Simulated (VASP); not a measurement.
WSe2: single point with PBE+D3(BJ)

WSe2:

```xyz
3
Lattice="3.2790 0.0000 0.0000 -1.6395 2.8397 0.0000 0.0000 0.0000 7.0056" Properties=species:S:1:pos:R:3 pbc="T T T"
W     0.0000    0.0000    0.0000
Se    0.0000    1.8931    1.6019
Se    0.0000    1.8931    5.4037
```

This cell differs from its parent crystal: c/a of the conventional cell at fixed volume 2.1365.

| Property | Result |
| --- | --- |
| Program | VASP 6.6.1 |
| Task | single point |
| Functional | PBE |
| Dispersion | D3(BJ) |
| Potentials or basis | VASP PAW PBE potentials, release 64 (W_sv, Se) |
| Cutoff | 520 eV |
| k mesh | 9 × 9 × 4 |
| Occupations | gaussian, width 0.05 eV |
| Spin | no spin polarisation |

```json
{
 "Pressure": "7.8 GPa",
 "Largest force": "1.726 eV/Å",
 "Band gap on the k mesh": "1.15 eV, indirect (least direct gap 1.46 eV)",
 "Dispersion energy per atom": "-0.433 eV"
}
```

Forces on the atoms (eV/Å):
```
W    0.000  0.000  0.000
Se   0.000  0.000  1.726
Se   0.000  0.000 -1.726
```

Stress tensor (GPa, compression positive):
```
 5.37  0.00  0.00
 0.00  5.37  0.00
 0.00  0.00 12.63
```

Levels at points of the mesh, in eV from the valence-band top:
| k point | band 9 | band 10 | band 11 | band 12 | band 13 | band 14 | band 15 | band 16 | band 17 | band 18 |
| --- | --- | --- | --- | --- | --- | --- | --- | --- | --- | --- |
| (0.00, 0.00, 0.00) | -3.04 | -1.77 | -1.77 | -1.55 | -0.84 | 2.81 | 2.81 | 3.08 | 3.08 | 4.46 |
| (0.00, 0.00, 0.50) | -3.03 | -3.01 | -1.78 | -1.78 | 0.00 | 2.75 | 2.75 | 3.17 | 3.17 | 5.00 |

Wall time 27 s on 1 thread of Intel(R) Xeon(R) Platinum 8375C CPU @ 2.90GHz (Ice Lake) (shared host), peak memory 0.21 GiB.

Caveat: spin-orbit coupling is left out, which moves the levels of the heavy elements; forces of over 1 eV/Å act on the atoms, so gaps and moduli don't describe the material at rest. A k mesh can miss the band edges.
